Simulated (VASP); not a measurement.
Write the native input for VASP 6.6.1 that does the following.

* Task: single point
* Functional: B3LYP5
* Potentials or basis: VASP PAW PBE potentials, release 64 (Ga_d, N)
* Cutoff: 520 eV
* k mesh: 5 × 5 × 5
* Occupations: fermi-dirac, width 0.05 eV
* Spin: no spin polarisation
* Dipole correction: no
* Grid for exact exchange (PRECFOCK): Normal
* Further INCAR settings: ALGO = Normal; EDIFF = 1e-07; NBANDS = 16

Crystal: GaN.

```xyz
2
Lattice="0.0000 2.2384 2.2384 2.2384 0.0000 2.2384 2.2384 2.2384 0.0000" Properties=species:S:1:pos:R:3 pbc="T T T"
Ga    0.0000    0.0000    0.0000
N     1.1192    1.1192    1.1192
```

These files were run (other wordings do the same):

POSCAR

```
GaN
1.0
    0.0000000000      2.2383759866      2.2383759866
    2.2383759866      0.0000000000      2.2383759866
    2.2383759866      2.2383759866      0.0000000000
Ga N
1 1
Direct
    0.0000000000      0.0000000000      0.0000000000
    0.2500000000      0.2500000000      0.2500000000
```

INCAR.step1

```
SYSTEM = GaN
PREC = Accurate ; ENCUT = 520
EDIFF = 1E-5 ; ISMEAR = -1
SIGMA = 0.05 ; LREAL = .False.
LASPH = .True. ; NELM = 80
ALGO = Normal ; ISIF = 2
LWAVE = .True. ; NBANDS = 16
GGA = PE
```

INCAR.step2

```
SYSTEM = GaN
PREC = Accurate ; ENCUT = 520
EDIFF = 1E-7 ; ISMEAR = -1
SIGMA = 0.05 ; LREAL = .False.
LASPH = .True. ; NELM = 80
ALGO = Normal ; ISIF = 2
LWAVE = .False. ; LCHARG = .True.
GGA = B5 ; LHFCALC = .True.
AEXX = 0.2 ; AGGAX = 0.72
AGGAC = 0.81 ; ALDAC = 0.19
PRECFOCK = Normal ; LELF = .True.
LVHAR = .True. ; NBANDS = 16
ISTART = 1
```

KPOINTS

```
Automatic mesh
0
Gamma
  5 5 5
  0 0 0
```

Potentials or basis: VASP PAW PBE potentials, release 64 (Ga_d, N).

The run is started by

```console
$ cat potpaw_PBE.64/Ga_d/POTCAR potpaw_PBE.64/N/POTCAR > POTCAR
$ cp INCAR.step1 INCAR
$ mpirun -np 1 vasp_std > vasp.out
$ cp INCAR.step2 INCAR
$ mpirun -np 1 vasp_std > vasp.out
```

It gave:

```json
{
 "Pressure": "9.7 GPa",
 "Band gap on the k mesh": "3.58 eV, direct"
}
```

Caveat: the k points lie up to 0.49 Å⁻¹ apart; the PAW data sets were made with another functional, which shifts forces and pressure a little.

Wall time 5 min on 1 thread of Intel(R) Xeon(R) 6975P-C (Granite Rapids) (shared host), peak memory 0.14 GiB.
